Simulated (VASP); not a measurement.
Here is a VASP 6.6.1 calculation.

Contents of POSCAR:

```
Cu2O
1.0
    4.2600000000      0.0000000000      0.0000000000
    0.0000000000      4.2600000000      0.0000000000
    0.0000000000      0.0000000000      4.2600000000
Cu O
4 2
Direct
    0.2500000000      0.2500000000      0.2500000000
    0.2500000000      0.7500000000      0.7500000000
    0.7500000000      0.7500000000      0.2500000000
    0.7500000000      0.2500000000      0.7500000000
    0.0000000000      0.0000000000      0.0000000000
    0.5000000000      0.5000000000      0.5000000000
```

Contents of INCAR.step1:

```
SYSTEM = Cu2O
ALGO = Normal
EDIFF = 1E-5
EDIFFG = -0.005
ENCUT = 660
GGA = PE
GGA_COMPAT = .FALSE.
IBRION = 2
ISIF = 3
ISMEAR = 0
LASPH = .TRUE.
LCHARG = .FALSE.
LREAL = .FALSE.
LWAVE = .TRUE.
NELM = 120
NELMIN = 4
NSW = 100
PREC = Accurate
SIGMA = 0.02
```

The input INCAR.step2:

```
SYSTEM = Cu2O
ALGO = Normal
BPARAM = 11.95
CPARAM = 0.0093
EDIFF = 1E-7
EDIFFG = -0.01
ENCUT = 660
GGA_COMPAT = .FALSE.
IBRION = 2
ISIF = 3
ISMEAR = 0
ISTART = 1
IVDW_NL = 2
LASPH = .TRUE.
LCHARG = .FALSE.
LMIXTAU = .TRUE.
LREAL = .FALSE.
LUSE_VDW = .TRUE.
LWAVE = .FALSE.
METAGGA = R2SCAN
NELM = 120
NELMIN = 4
NSW = 80
PREC = Accurate
SIGMA = 0.02
```

Contents of KPOINTS:

```
k-points
0
G
  4 4 4
  0 0 0
```

Potentials or basis: VASP PAW PBE potentials, release 64 (Cu, O).

Launch:

```bash
$ cat potpaw_PBE.64/Cu/POTCAR potpaw_PBE.64/O/POTCAR > POTCAR
$ cp INCAR.step1 INCAR
$ mpirun -np 1 vasp_std > vasp.out
$ cp INCAR.step2 INCAR
$ mpirun -np 1 vasp_std > vasp.out
```

What does it give for the space group after relaxing (to 0.1 Å)?

Pn-3m (No. 224).

Predict the band gap on the k mesh.

0.79 eV.

Estimate the relaxed cell.

a = 4.242 Å, b = 4.242 Å, c = 4.242 Å, α = 90.00°, β = 90.00°, γ = 90.00°.

What does it give for the relaxed volume?

12.72 Å³/atom.

Final structure:
```cif
data_structure
_symmetry_space_group_name_H-M 'P 1'
_symmetry_Int_Tables_number 1
_cell_length_a 4.2415
_cell_length_b 4.2415
_cell_length_c 4.2415
_cell_angle_alpha 90.000
_cell_angle_beta 90.000
_cell_angle_gamma 90.000
_cell_volume 76.31
loop_
_atom_site_label
_atom_site_type_symbol
_atom_site_fract_x
_atom_site_fract_y
_atom_site_fract_z
_atom_site_occupancy
Cu1 Cu 0.25000 0.25000 0.25000 1
Cu2 Cu 0.25000 0.75000 0.75000 1
Cu3 Cu 0.75000 0.75000 0.25000 1
Cu4 Cu 0.75000 0.25000 0.75000 1
O1 O 0.00000 0.00000 0.00000 1
O2 O 0.50000 0.50000 0.50000 1
```

Caveat: the PAW data sets were made with another functional, which shifts forces and pressure a little. r2SCAN opens gaps a little over a GGA but as a rule still falls short of measured ones.
